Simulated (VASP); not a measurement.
# Ga2Sb (Ama2) in VASP: relaxation of cell and atoms with PBE

Aim: the relaxation of cell and atoms of Ga2Sb with PBE.

Program: VASP 6.6.1. These are calculated values, not measurements. Logs are shortened: lines on timing, memory, paths and dates and some standing lists are left out, and cuts for length are marked.

## 1. The cell of the first run

Symmetry: Ama2, No. 40, orthorhombic system. Conventional cell: a = 7.064 Å, b = 7.715 Å, c = 5.747 Å, α = 90.00°, β = 90.00°, γ = 90.00°. Ga (site symmetry 1) has 1 Ga at 1.77 Å and 1 Sb at 2.16 Å within 2.3 Å. Within 2.9 Å of Sb (site symmetry m) lie 2 Ga at 2.16 Å.

The cell was generated, and may not be a known phase.

## 2. Relaxation of cell and atoms, PBE

Contents of INCAR:

```
PREC = Accurate
ENCUT = 600
EDIFF = 1E-6
ISMEAR = 0
SIGMA = 0.1
LREAL = F
LASPH = T
NELM = 80
ALGO = Fast
ISIF = 3
LWAVE = F
LCHARG = F
GGA = PE
IBRION = 2
NSW = 90
EDIFFG = -0.04
```

Contents of KPOINTS:

```
regular mesh
0
Gamma
  4 4 4
```

Contents of POSCAR:

```
Ga2Sb
1.0
    7.0642510737      0.0000000000      0.0000000000
    0.0000000000      3.8572554616      2.8732750257
    0.0000000000     -3.8572554616      2.8732750257
Ga Sb
4 2
Direct
    0.1250000000      0.7178272823      0.0000000000
    0.3750000000      0.7178272823      0.0000000000
    0.6250000000      0.0000000000      0.7178272823
    0.8750000000      0.0000000000      0.7178272823
    0.2500000000      0.3447542447      0.0947542447
    0.7500000000      0.0947542447      0.3447542447
```

Potentials or basis: VASP PAW PBE potentials, release 64 (Ga_d, Sb).

Started as:

```sh
cat potpaw_PBE.64/Ga_d/POTCAR potpaw_PBE.64/Sb/POTCAR > POTCAR
mpirun -np 1 vasp_std > vasp.out
```

OUTCAR:

```text
PREC = Accurate
   ENCUT = 600
   EDIFF = 1E-6
   ISMEAR = 0
   LREAL = F
   LASPH = T
   NELM = 80
   ISIF = 3
   GGA = PE
   IBRION = 2
   NSW = 90
   EDIFFG = -0.04

 ion  position               nearest neighbor table
   1  0.125  0.718  0.000-   2 1.77   5 2.16   4 2.80   5 3.05
   2  0.375  0.718  0.000-   1 1.77   5 2.16   3 2.80   5 3.05
   3  0.625  0.000  0.718-   4 1.77   6 2.16   2 2.80   6 3.05
   4  0.875  0.000  0.718-   3 1.77   6 2.16   1 2.80   6 3.05
   5  0.250  0.345  0.095-   1 2.16   2 2.16   1 3.05   2 3.05
   6  0.750  0.095  0.345-   3 2.16   4 2.16   3 3.05   4 3.05

  LATTYP: Found a base centered orthorhombic cell.
 ALAT       =     5.7465500514
 B/A-ratio  =     1.3424595373
 C/A-ratio  =     1.2293029749

  Lattice vectors:

 A1 = (   0.0000000000,   3.8572554616,   2.8732750257)
 A2 = (   0.0000000000,  -3.8572554616,   2.8732750257)
 A3 = (   7.0642510737,   0.0000000000,   0.0000000000)

Analysis of symmetry for initial positions (statically):
=====================================================================
 Subroutine PRICEL returns:
 Original cell was already a primitive cell.

 Routine SETGRP: Setting up the symmetry group for a
 base centered orthorhombic supercell.

 Subroutine GETGRP returns: Found  4 space group operations
 (whereof  2 operations were pure point group operations)
 out of a pool of  8 trial point group operations.

The static configuration has the point symmetry C_2 .
 The point group associated with its full space group is C_2v.

Analysis of symmetry for dynamics (positions and initial velocities):
=====================================================================
 Subroutine PRICEL returns:
 Original cell was already a primitive cell.

 Routine SETGRP: Setting up the symmetry group for a
 base centered orthorhombic supercell.

 Subroutine GETGRP returns: Found  4 space group operations
 (whereof  2 operations were pure point group operations)
 out of a pool of  8 trial point group operations.

The dynamic configuration has the point symmetry C_2 .
 The point group associated with its full space group is C_2v.

 Subroutine INISYM returns: Found  4 space group operations
 (whereof  2 operations are pure point group operations),
 and found     1 'primitive' translations

----------------------------------------------------------------------------------------

                                     Primitive cell

  volume of cell :     156.5856

  direct lattice vectors                    reciprocal lattice vectors
     7.064251074  0.000000000  0.000000000     0.141557823  0.000000000  0.000000000
     0.000000000  3.857255462  2.873275026     0.000000000  0.129625845  0.174017452
     0.000000000 -3.857255462  2.873275026     0.000000000 -0.129625845  0.174017452

  length of vectors
     7.064251074  4.809795117  4.809795117     0.141557823  0.216990630  0.216990630

  position of ions in fractional coordinates (direct lattice)
     0.125000000  0.717827282  1.000000000
     0.375000000  0.717827282  1.000000000
     0.625000000  1.000000000  0.717827282
     0.875000000  1.000000000  0.717827282
     0.250000000  0.344754245  0.094754245
     0.750000000  0.094754245  0.344754245

  ion indices of the primitive-cell ions
   primitive index   ion index
                 1           1
                 2           2
                 3           3
                 4           4
                 5           5
                 6           6

----------------------------------------------------------------------------------------

 KPOINTS: regular mesh

Automatic generation of k-mesh.
 Grid dimensions read from file:
 generate k-points for:    4    4    4

 Generating k-lattice:

  Cartesian coordinates                     Fractional coordinates (reciprocal lattice)
     0.035389456  0.000000000  0.000000000     0.250000000  0.000000000  0.000000000
     0.000000000  0.032406461  0.043504363     0.000000000  0.250000000 -0.000000000
     0.000000000 -0.032406461  0.043504363     0.000000000 -0.000000000  0.250000000

  Length of vectors
     0.035389456  0.054247658  0.054247658

  Shift w.r.t. Gamma in fractional coordinates (k-lattice)
     0.000000000  0.000000000  0.000000000

 Subroutine IBZKPT returns following result:
 ===========================================

 Found     21 irreducible k-points:

 Following reciprocal coordinates:
            Coordinates               Weight
  0.000000  0.000000  0.000000      1.000000
  0.250000  0.000000  0.000000      2.000000
  0.500000  0.000000  0.000000      1.000000
  0.000000  0.250000  0.000000      4.000000
  0.250000  0.250000  0.000000      8.000000
  0.500000  0.250000  0.000000      4.000000
[... 13 lines left out ...]
  0.250000  0.500000  0.500000      2.000000
  0.500000  0.500000  0.500000      1.000000
   k-points           NKPTS =     21   k-points in BZ     NKDIM =     21   number of bands    NBANDS=     37
   number of dos      NEDOS =    301   number of ions     NIONS =      6
   total plane-waves  NPLWV =  89600
   dimension x,y,z NGX =    56 NGY =   40 NGZ =   40
   dimension x,y,z NGXF=   112 NGYF=   80 NGZF=   80
   ions per type =               4   2
   NGX,Y,Z   is equivalent  to a cutoff of  13.18, 13.83, 13.83 a.u.
   NGXF,Y,Z  is equivalent  to a cutoff of  26.36, 27.65, 27.65 a.u.
 SYSTEM =  unknown system
   PREC   = accura    normal or accurate (medium, high low for compatibility)
   ISTART =      0    job   : 0-new  1-cont  2-samecut
   ICHARG =      2    charge: 1-file 2-atom 10-const
   ISPIN  =      1    spin polarized calculation?
   LNONCOLLINEAR =      F non collinear calculations
   LSORBIT =      F    spin-orbit coupling
   LASPH  =      T    aspherical Exc in radial PAW
   ENCUT  =  600.0 eV  44.10 Ry    6.64 a.u.  14.11  9.61  9.61*2*pi/ulx,y,z
   NELM   =     80;   NELMIN=  2; NELMDL= -5     # of ELM steps
   EDIFF  = 0.1E-05   stopping-criterion for ELM
   LREAL  =      F    real-space projection
   EDIFFG = -.4E-01   stopping-criterion for IOM
   NSW    =     90    number of steps for IOM
   IBRION =      2    ionic relax: 0-MD 1-quasi-New 2-CG
   NFREE  =      1    steps in history (QN), initial steepest desc. (CG)
   ISIF   =      3    stress and relaxation
   ISYM   =      2    0-nonsym 1-usesym 2-fastsym
   POTIM  = 0.5000    time-step for ionic-motion
   TEBEG  =    0.0;   TEEND  =   0.0 temperature during run
   PSTRESS=    0.0 pullay stress
   NELECT =      62.0000    total number of electrons
   NUPDOWN=      -1.0000    fix difference up-down
   EMIN   =  10.00;   EMAX   =-10.00  energy-range for DOS
   EFERMI =   0.00;   METHOD = LEGACY
   ISMEAR =     0;   SIGMA  =   0.10  broadening in eV -4-tet -1-fermi 0-gaus
   EFERMI_NEDOS =   21; number of points for ismear=-14 and -15
   IALGO  =     68    algorithm
   IMIX   =      4    mixing-type and parameters
     AMIX     =   0.40;   BMIX     =  1.00
     AMIX_MAG =   1.60;   BMIX_MAG =  1.00
  volume/ion in A,a.u.               =      26.10       176.12
  Fermi-wavevector in a.u.,A,eV,Ry     =   1.202139  2.271714 19.662311  1.445139
  Thomas-Fermi vector in A             =   2.337929
   LORBIT       =      0    0 simple, 1 ext, 2 COOP (PROOUT), +10 PAW based schemes
   GGA     = PE    functional components
   LHFCALC =     F    Hartree Fock is set to
   AEXX    =    0.0000 exact exchange contribution
   IVDW    =     0    specifies the selected vdW correction
   LEPSILON=     F    determine dielectric tensor
   LRPA    =     F    only Hartree local field effects (RPA)
 conjugate gradient relaxation of ions
 non-spin polarized calculation
 RMM-DIIS sequential band-by-band and
 Gauss-broadening in eV      SIGMA  =   0.10
  energy-cutoff  :      600.00
  volume of cell :      156.59
 maximum number of plane-waves:      5252
   NGX = 29   NGY = 19   NGZ = 19

--------------------------------------- Ionic step        1  -------------------------------------------

 number of electron      62.0000017 magnetization

 Free energy of the ion-electron system (eV)
  ---------------------------------------------------
  ext. energy  EPLUGINS =         0.00000000
  ---------------------------------------------------
  free energy    TOTEN  =        -2.43874692 eV

  energy without entropy =       -2.42886033  energy(sigma->0) =       -2.43380363

------------------------ aborting loop because EDIFF is reached ----------------------------------------

  FORCE on cell =-STRESS in cart. coord.  units (eV):
  Direction    XX          YY          ZZ          XY          YZ          ZX
  --------------------------------------------------------------------------------------
  -------------------------------------------------------------------------------------
  Total       74.5236595     44.9782868     10.8933220      0.0000000      0.0000000      0.0000000
  in kB      762.5231486    460.2160588    111.4600421      0.0000000      0.0000000      0.0000000
  external PRESSURE =     444.7330832 kB  Pullay stress =       0.0000000 kB
[... 27 lines left out ...]
--------------------------------------- Ionic step        2  -------------------------------------------

 number of electron      62.0000023 magnetization

------------------------ aborting loop EDIFF was not reached (unconverged)  ----------------------------

  FORCE on cell =-STRESS in cart. coord.  units (eV):
  Direction    XX          YY          ZZ          XY          YZ          ZX
  --------------------------------------------------------------------------------------
  -------------------------------------------------------------------------------------
  Total      -16.7006595     10.5164221     -6.7537517      0.0000000      0.0000000      0.0000000
  in kB      -72.1540609     45.4354848    -29.1791239      0.0000000      0.0000000      0.0000000
  external PRESSURE =     -18.6325667 kB  Pullay stress =       0.0000000 kB
[... 27 lines left out ...]
--------------------------------------- Ionic step        3  -------------------------------------------

 number of electron      61.9999828 magnetization

------------------------ aborting loop EDIFF was not reached (unconverged)  ----------------------------

  FORCE on cell =-STRESS in cart. coord.  units (eV):
  Direction    XX          YY          ZZ          XY          YZ          ZX
  --------------------------------------------------------------------------------------
  -------------------------------------------------------------------------------------
  Total      -13.9708603      9.8099223     -5.6550082      0.0000000      0.0000000      0.0000000
  in kB      -61.0817531     42.8897890    -24.7241620      0.0000000      0.0000000      0.0000000
  external PRESSURE =     -14.3053753 kB  Pullay stress =       0.0000000 kB
[... 2565 lines left out ...]
     36       8.7871      0.00000
     37       9.5038      0.00000

[... ionic steps 4 to 59 ...]

--------------------------------------- Ionic step       60  -------------------------------------------

 number of electron      62.0000002 magnetization

------------------------ aborting loop because EDIFF is reached ----------------------------------------
[... 75 lines left out ...]
--------------------------------------- Ionic step       62  -------------------------------------------

 number of electron      62.0000005 magnetization

 Free energy of the ion-electron system (eV)
  ---------------------------------------------------
  ext. energy  EPLUGINS =         0.00000000
  ---------------------------------------------------
  free energy    TOTEN  =       -19.47485896 eV

  energy without entropy =      -19.46514958  energy(sigma->0) =      -19.47000427

 E-fermi :   5.0763     XC(G=0):  -9.8474

 val. band max:        5.0725254145   @ k =   0.2500   0.5000   0.0000
 cond. band min:       5.3934018490   @ k =   0.2500   0.5000   0.2500
 fundamental gap:      0.3208764345
 Fermi energy:         5.0763262955
[... 871 lines left out ...]
  FREE ENERGIE OF THE ION-ELECTRON SYSTEM (eV)
  ---------------------------------------------------
  free  energy   TOTEN  =       -19.4748589617 eV

  energy  without entropy=      -19.4651495807  energy(sigma->0) =      -19.47000427

 reached required accuracy - stopping structural energy minimisation
```

Run time: 81 min. Hardware: 1 thread of AMD EPYC 9R45 (Zen 5), shared host; peak memory 0.37 GiB.

Results:

```yaml
Free_energy: -19.4749 eV
Relaxed_volume: 24.89 Å³/atom
Relaxed_cell: a = 6.438 Å, b = 5.737 Å, c = 5.737 Å, α = 135.19°, β = 90.00°, γ = 90.00°
Space_group_after_relaxing_to_0.1_Å: Cmcm (No. 63)
Pressure_after_relaxing: 0.0 GPa
Largest_force_after_relaxing: 0.008 eV/Å
Band_gap_on_the_k_mesh: zero (bands 31 and 32 overlap by 2.09 eV)
```

Forces in eV/Å, atoms in the order of the input:
```
Ga   0.007 -0.003  0.002
Ga  -0.007 -0.003  0.002
Ga   0.007  0.003  0.002
Ga  -0.007  0.003  0.002
Sb   0.000 -0.002 -0.004
Sb   0.000  0.002 -0.004
```

Stress tensor (GPa, compression positive):
```
-0.06  0.00  0.00
 0.00 -0.08  0.00
 0.00  0.00  0.00
```

Final structure:
```xyz
6
Lattice="6.4375 0.0000 0.0000 0.0000 5.3039 2.1865 0.0000 -5.3039 2.1865" Properties=species:S:1:pos:R:3 pbc="T T T"
Ga    0.2596   -1.3750    3.5529
Ga    2.9592   -1.3750    3.5529
Ga    3.4784    1.3750    3.5529
Ga    6.1779    1.3750    3.5529
Sb    1.6094    1.2477    1.3674
Sb    4.8282   -1.2477    1.3674
```

Caveat: a cell axis changed by over 15 % at a fixed basis, so the end point is rough; spin-orbit coupling is left out, which moves the levels of the heavy elements.

The gap in the log of VASP goes by the Fermi energy; the results here count the filled bands.